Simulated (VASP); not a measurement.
# Al2O3 (P-6m2) in VASP: notebook, part 2 of 2

VASP 6.6.1. Earlier steps stand in the parts before.

**4. Single point, PBE+D3(BJ)**

This run uses another cell than the first one, of 9.27 Å³/atom.

Contents of INCAR:

```
PREC = Accurate ; ENCUT = 520
EDIFF = 1E-6 ; ISMEAR = 0
SIGMA = 0.05 ; LREAL = F
LASPH = T ; NELM = 100
ALGO = Normal ; ISIF = 2
LWAVE = F ; LCHARG = F
GGA = PE ; IVDW = 12
NBANDS = 20
```

Contents of KPOINTS:

```
regular mesh
0
Gamma
  9 9 4
```

Contents of POSCAR:

```
Al2O3
1.0
    2.8385000000      0.0000000000      0.0000000000
   -1.4192500000      2.4582131086      0.0000000000
    0.0000000000      0.0000000000      6.6396000000
Al O
2 3
Direct
    0.0000000000      0.0000000000      0.1907358529
    0.0000000000      0.0000000000      0.8092641471
    0.3333333333      0.6666666667      0.2840924954
    0.6666666667      0.3333333333      0.0000000000
    0.3333333333      0.6666666667      0.7159075046
```

Potentials or basis: VASP PAW PBE potentials, release 64 (Al, O).

Started as:

```bash
cat potpaw_PBE.64/Al/POTCAR potpaw_PBE.64/O/POTCAR > POTCAR
mpirun -np 1 vasp_std > vasp.out
```

OUTCAR:

```text
PREC = Accurate
   ENCUT = 520
   EDIFF = 1E-6
   ISMEAR = 0
   LREAL = F
   LASPH = T
   NELM = 100
   ISIF = 2
   GGA = PE
   IVDW = 12
 IVDW          = 12

 ion  position               nearest neighbor table
   1  0.000  0.000  0.191-   3 1.75   3 1.75   3 1.75   4 2.07   4 2.07   4 2.07   2 2.53
   2  0.000  0.000  0.809-   5 1.75   5 1.75   5 1.75   4 2.07   4 2.07   4 2.07   1 2.53
   3  0.333  0.667  0.284-   1 1.75   1 1.75   1 1.75
   4  0.667  0.333  0.000-   1 2.07   2 2.07   1 2.07   2 2.07   1 2.07   2 2.07
   5  0.333  0.667  0.716-   2 1.75   2 1.75   2 1.75

  LATTYP: Found a hexagonal cell.
 ALAT       =     2.8385000000
 C/A-ratio  =     2.3391227761

  Lattice vectors:

 A1 = (   2.8385000000,   0.0000000000,   0.0000000000)
 A2 = (  -1.4192500000,   2.4582131086,   0.0000000000)
 A3 = (   0.0000000000,   0.0000000000,   6.6396000000)

Analysis of symmetry for initial positions (statically):
=====================================================================
 Subroutine PRICEL returns:
 Original cell was already a primitive cell.

 Routine SETGRP: Setting up the symmetry group for a
 hexagonal supercell.

 Subroutine GETGRP returns: Found 12 space group operations
 (whereof 12 operations were pure point group operations)
 out of a pool of 24 trial point group operations.

The static configuration has the point symmetry D_3h.

Analysis of symmetry for dynamics (positions and initial velocities):
=====================================================================
 Subroutine PRICEL returns:
 Original cell was already a primitive cell.

 Routine SETGRP: Setting up the symmetry group for a
 hexagonal supercell.

 Subroutine GETGRP returns: Found 12 space group operations
 (whereof 12 operations were pure point group operations)
 out of a pool of 24 trial point group operations.

[... 123 lines left out ...]
   IALGO  =     38    algorithm
   IMIX   =      4    mixing-type and parameters
     AMIX     =   0.40;   BMIX     =  1.00
     AMIX_MAG =   1.60;   BMIX_MAG =  1.00
  volume/ion in A,a.u.               =       9.27        62.53
  Fermi-wavevector in a.u.,A,eV,Ry     =   1.314806  2.484624 23.520606  1.728716
  Thomas-Fermi vector in A             =   2.445033
   LORBIT       =      0    0 simple, 1 ext, 2 COOP (PROOUT), +10 PAW based schemes
   GGA     = PE    functional components
   LHFCALC =     F    Hartree Fock is set to
   AEXX    =    0.0000 exact exchange contribution
   IVDW    =    12    specifies the selected vdW correction
   LEPSILON=     F    determine dielectric tensor
   LRPA    =     F    only Hartree local field effects (RPA)
 non-spin polarized calculation
 Gauss-broadening in eV      SIGMA  =   0.05
  energy-cutoff  :      520.00
  volume of cell :       46.33
 maximum number of plane-waves:      1261
 NGX is ok and might be reduce to    24
   NGX = 11   NGY = 11   NGZ = 25

 number of electron      24.0000008 magnetization

 Free energy of the ion-electron system (eV)
  ---------------------------------------------------
  ext. energy  EPLUGINS =         0.00000000
  ---------------------------------------------------
  free energy    TOTEN  =       -35.73883998 eV

  energy without entropy =      -35.73883998  energy(sigma->0) =      -35.73883998

 E-fermi :   5.6334     XC(G=0): -10.9206

 val. band max:        5.3696403750   @ k =   0.1111   0.1111   0.0000
 cond. band min:       9.8914558012   @ k =   0.0000   0.0000   0.0000
 fundamental gap:      4.5218154262
 Fermi energy:         5.6334193129

 k-point     1 :       0.0000    0.0000    0.0000
  band No.  band energies     occupation
      1     -14.9636      2.00000
      2     -13.0002      2.00000
      3     -11.8342      2.00000
      4      -0.1917      2.00000
      5       2.3110      2.00000
      6       2.6876      2.00000
[... 541 lines left out ...]
     19      19.4689      0.00000
     20      19.7189      0.00000

 [... further k-points ...]

------------------------ aborting loop because EDIFF is reached ----------------------------------------

 Edisp (eV)   -1.08939

 E8    (eV) :    -0.4121

  FORCE on cell =-STRESS in cart. coord.  units (eV):
  Direction    XX          YY          ZZ          XY          YZ          ZX
  --------------------------------------------------------------------------------------
  -------------------------------------------------------------------------------------
  Total       4.16649     4.16649     9.63116    -0.00000     0.00000     0.00000
  in kB     144.08883   144.08883   333.07250    -0.00000     0.00000     0.00000
  external pressure =      207.08 kB  Pullay stress =        0.00 kB

 VOLUME and BASIS-vectors are now :
 -----------------------------------------------------------------------------
  energy-cutoff  :      520.00
  volume of cell :       46.33
      direct lattice vectors                 reciprocal lattice vectors
     2.838500000  0.000000000  0.000000000     0.352298749  0.203399778  0.000000000
    -1.419250000  2.458213109  0.000000000     0.000000000  0.406799556  0.000000000
     0.000000000  0.000000000  6.639600000     0.000000000  0.000000000  0.150611483

 POSITION                                       TOTAL-FORCE (eV/Angst)
 -----------------------------------------------------------------------------------
      0.00000      0.00000      1.26641        -0.000000      0.000000      1.191117
      0.00000      0.00000      5.37319        -0.000000      0.000000     -1.191117
     -0.00000      1.63881      1.88626         0.000000      0.000000      1.448622
      1.41925      0.81940      0.00000        -0.000000      0.000000      0.000000
     -0.00000      1.63881      4.75334         0.000000      0.000000     -1.448622
 -----------------------------------------------------------------------------------
    total drift:                                0.000000     -0.000000      0.000000

  FREE ENERGIE OF THE ION-ELECTRON SYSTEM (eV)
  ---------------------------------------------------
  free  energy   TOTEN  =       -36.8282283573 eV

  energy  without entropy=      -36.8282283573  energy(sigma->0) =      -36.82822836
```

OSZICAR:

```text
N       E                     dE             d eps       ncg     rms          rms(c)
DAV:   1     0.100979066007E+03    0.10098E+03   -0.13033E+04  1440   0.113E+03
DAV:   2    -0.348238246807E+02   -0.13580E+03   -0.13222E+03  1724   0.253E+02
DAV:   3    -0.404540665904E+02   -0.56302E+01   -0.56140E+01  1924   0.519E+01
DAV:   4    -0.404939894622E+02   -0.39923E-01   -0.39918E-01  1820   0.476E+00
DAV:   5    -0.404945437757E+02   -0.55431E-03   -0.55431E-03  1836   0.536E-01    0.133E+01
DAV:   6    -0.357489564898E+02    0.47456E+01   -0.14196E+01  1640   0.277E+01    0.455E+00
DAV:   7    -0.357430731900E+02    0.58833E-02   -0.62999E-01  1700   0.542E+00    0.257E+00
DAV:   8    -0.357352951088E+02    0.77781E-02   -0.72782E-02  1724   0.256E+00    0.671E-01
DAV:   9    -0.357370928241E+02   -0.17977E-02   -0.16506E-02  1692   0.118E+00    0.205E-01
DAV:  10    -0.357385200157E+02   -0.14272E-02   -0.36442E-03  1672   0.453E-01    0.147E-01
DAV:  11    -0.357388035357E+02   -0.28352E-03   -0.67491E-04  1652   0.278E-01    0.243E-02
DAV:  12    -0.357388328571E+02   -0.29321E-04   -0.86564E-05  1712   0.770E-02    0.107E-02
DAV:  13    -0.357388407776E+02   -0.79204E-05   -0.30985E-05  1636   0.399E-02    0.769E-03
DAV:  14    -0.357388396561E+02    0.11214E-05   -0.27935E-06  1748   0.179E-02    0.254E-03
DAV:  15    -0.357388399847E+02   -0.32857E-06   -0.84310E-07  1328   0.717E-03
   1 F= -.36828228E+02 E0= -.36828228E+02  d E =-.733411E-15
```

stdout:

```text
POSCAR found type information on POSCAR AlO
 POSCAR found :  2 types and       5 ions
 scaLAPACK will be used
 LDA part: xc-table for (Slater+PW92), standard interpolation
 POSCAR, INCAR and KPOINTS ok, starting setup
 FFT: planning ... GRIDC
 FFT: planning ... GRID_SOFT
 FFT: planning ... GRID
 WAVECAR not read
 entering main loop
```

Wall time 18 s (1 thread of AMD EPYC 9R45 (Zen 5), shared host); peak memory 0.16 GiB.

What came out:

| Property | Result |
| --- | --- |
| Free energy | -36.8282 eV |
| Pressure | 20.7 GPa |
| Largest force | 1.449 eV/Å |
| Band gap on the k mesh | 4.52 eV (least direct gap 4.64 eV) |
| Dispersion energy per atom | -0.218 eV |

Forces in eV/Å, atoms in the order of the input:
```
Al   0.000  0.000  1.191
Al   0.000  0.000 -1.191
O    0.000  0.000  1.449
O    0.000  0.000  0.000
O    0.000  0.000 -1.449
```

Caveat: the cell stands under pressure; an odd mesh through Γ misses points on the zone boundary, where band edges can lie; forces of over 1 eV/Å act on the atoms, so gaps and moduli don't describe the material at rest.

**5. Summary**

| cell | gap on the mesh (eV) | pressure (GPa) | largest force (eV/Å) |
| --- | --- | --- | --- |
| a = 2.781, b = 2.781, c = 6.640 Å, angles 90.0, 90.0, 120.0°, 5 atoms | 5.15 | 34.3 | 2.12 |
| a = 2.781, b = 2.781, c = 6.859 Å, angles 90.0, 90.0, 120.0°, 5 atoms | 5.30 | 26.9 | 1.66 |
| a = 2.838, b = 2.838, c = 6.640 Å, angles 90.0, 90.0, 120.0°, 5 atoms | 4.52 | 20.7 | 1.45 |

Alike in all rows: task single point; level PBE+D3(BJ); potentials or basis VASP PAW PBE potentials, release 64 (Al, O); no spin polarisation; k mesh 9 × 9 × 4; cutoff (eV) 520; smearing gaussian 0.05 eV.

Caveats: the cell stands under pressure; an odd mesh through Γ misses points on the zone boundary, where band edges can lie; forces of over 1 eV/Å act on the atoms, so gaps and moduli don't describe the material at rest.

Total energies depend on the potentials used, so only differences within one code and one set of settings carry meaning.
